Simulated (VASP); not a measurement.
Here is a VASP 6.6.1 calculation.

Contents of INCAR:

```
PREC = Accurate ; ENCUT = 520
EDIFF = 1E-6 ; ISMEAR = -1
SIGMA = 0.05 ; LREAL = False
LASPH = True ; NELM = 60
ALGO = Normal ; ISIF = 2
LWAVE = False ; LCHARG = False
GGA = RP ; IVDW = 13
NBANDS = 13
```

KPOINTS

```
Automatic mesh
0
Gamma
  10 10 10
```

POSCAR

```
Sn
1.0
   -1.8669045116      1.8669045116      1.8669045116
    1.8669045116     -1.8669045116      1.8669045116
    1.8669045116      1.8669045116     -1.8669045116
Sn
1
Direct
    0.0000000000      0.0000000000      0.0000000000
```

Potentials or basis: VASP PAW PBE potentials, release 64 (Sn_d).

The run is started by

```bash
$ cat potpaw_PBE.64/Sn_d/POTCAR > POTCAR
$ mpirun -np 1 vasp_std > vasp.out
```

Task: Predict the dispersion energy per atom.

Result: -0.796 eV.

Task: Predict the pressure.

Result: 0.0 GPa.

Caveat: the PAW data sets were made with another functional, which shifts forces and pressure a little; pairwise dispersion overbinds metals, which lowers pressure and volume.
